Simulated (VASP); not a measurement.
A run of VASP 6.6.1:

The input INCAR:

```
SYSTEM = In5Sb2As3
PREC = Accurate
ENCUT = 520
EDIFF = 1E-6
ISMEAR = 0
SIGMA = 0.2
LREAL = .FALSE.
LASPH = .TRUE.
NELM = 100
ALGO = Fast
ISIF = 2
LWAVE = .FALSE.
LCHARG = .TRUE.
GGA = PE
LELF = .TRUE.
LVHAR = .TRUE.
NBANDS = 56
```

File KPOINTS:

```
Automatic mesh
0
G
  4 4 4
  0 0 0
```

Contents of POSCAR:

```
In5Sb2As3
1.0
   -0.0114037079     -5.3990912738      0.0020776973
   -6.6202231713     -0.0110110929      0.0154620839
    0.3432494815      0.0009389371     -7.3398955197
In Sb As
5 2 3
Direct
   -0.0145149710      0.0375783296      0.9352689106
   -0.0024203523      0.6199798215      0.7674294342
   -0.0012012128      0.2285491846      0.5443835075
   -0.0092388362      0.8232356498      0.3516428954
    0.0399932421      0.4218032493      0.1534912255
    0.4947077191      0.7194997060      0.5665602696
    0.4941937915      0.9120412186      0.1361379715
    0.4933832034      0.1431868586      0.7166990143
    0.5032795486      0.2999921135      0.4034271270
    0.5018178675      0.5441338686      0.9249596443
```

Potentials or basis: VASP PAW PBE potentials, release 64 (In_d, Sb, As).

Run with:

```bash
$ cat potpaw_PBE.64/In_d/POTCAR potpaw_PBE.64/Sb/POTCAR potpaw_PBE.64/As/POTCAR > POTCAR
$ mpirun -np 1 vasp_std > vasp.out
```

Hardware: 1 thread of Oxide Virtual Turin-like Processor, with other jobs on the host.

Q: How long does it take, and how much memory?

A: Run time: 23 min on 1 thread of Oxide Virtual Turin-like Processor, on a shared host, peak memory 0.57 GiB. Counts: scf iterations 20, k points 36.
